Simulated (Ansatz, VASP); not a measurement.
**One calculation of NiO, two programs**

File INCAR:

```
PREC     = Accurate       # precision mode
ENCUT    = 520            # plane-wave cutoff, eV
EDIFF    = 1E-6           # SCF threshold, eV
ISMEAR   = -1             # smearing method
SIGMA    = 0.03           # smearing width, eV
LREAL    = False          # projectors in reciprocal space
LASPH    = True           # aspherical terms in the spheres
NELM     = 150            # most SCF steps
ALGO     = Normal         # electronic algorithm
ISIF     = 2              # what is computed and relaxed
LWAVE    = False          # write WAVECAR
LCHARG   = False          # write CHGCAR
ISPIN    = 2              # spin polarisation
MAGMOM   = 1.5 0          # initial moments
LORBIT   = 11             # projections on sites
LMAXMIX  = 4              # l up to which the mixer works
GGA      = PE             # functional
NBANDS   = 19             # bands
```

Contents of KPOINTS:

```
Automatic mesh
0
Gamma
  17 17 17
```

POSCAR

```
NiO
1.0
    0.0000000000      2.0506981729      2.1749624000
    2.0506981729      0.0000000000      2.1749624000
    2.0506981729      2.0506981729      0.0000000000
Ni O
1 1
Direct
    0.0000000000      0.0000000000      0.0000000000
    0.5000000000      0.5000000000      0.5000000000
```

Input for Ansatz:

```yaml
crystal:
  lattice:
    - [0.0, 2.0506981729, 2.1749624]
    - [2.0506981729, 0.0, 2.1749624]
    - [2.0506981729, 2.0506981729, 0.0]
  atoms:
    - { symbol: Ni, position: [0.0, 0.0, 0.0], spin: 1.5 }
    - { symbol: O, position: [0.5, 0.5, 0.5] }
magnetization:
  spin_polarized: true
kpoints:
  mp_grid: { grid: [17, 17, 17] }
scf:
  occupations: { method: fermi_dirac, width: 0.03 }
hamiltonian:
  xc: pbe
  pseudopotentials: { kind: all_electron, lapw: { basis_error: 0.001 } }
output:
  forces: true
  stress: true
  eigenvalues: true
```

Change from the starting cell: z stretched by +4 % at fixed volume.

Alike in both runs: task single point; functional PBE; k mesh 17 × 17 × 17; occupations fermi-dirac, width 0.03 eV; collinear spin.

|  | VASP | Ansatz |
| --- | --- | --- |
| version | VASP 6.6.1 | Ansatz 0.2.0 |
| potentials or method | VASP PAW PBE potentials, release 64 (Ni, O), cutoff 520 eV | all-electron LAPW, scalar-relativistic |

Ansatz gave:

- pressure (GPa): 5.5
- traceless stress, the component that is largest in VASP (GPa): -3.58
- net moment per atom (μB): 0.88
- size of the moment on the site where the two differ most (μB): 1.46

Q: Estimate VASP's values.

A: Pressure (GPa): 4.6; traceless stress, the component that is largest in VASP (GPa): -3.29; net moment per atom (μB): 0.85; size of the moment on the site where the two differ most (μB): 1.40.

Site moments also hang on the region over which each program counts them. Ansatz ran all-electron here, and VASP with PAW potentials.
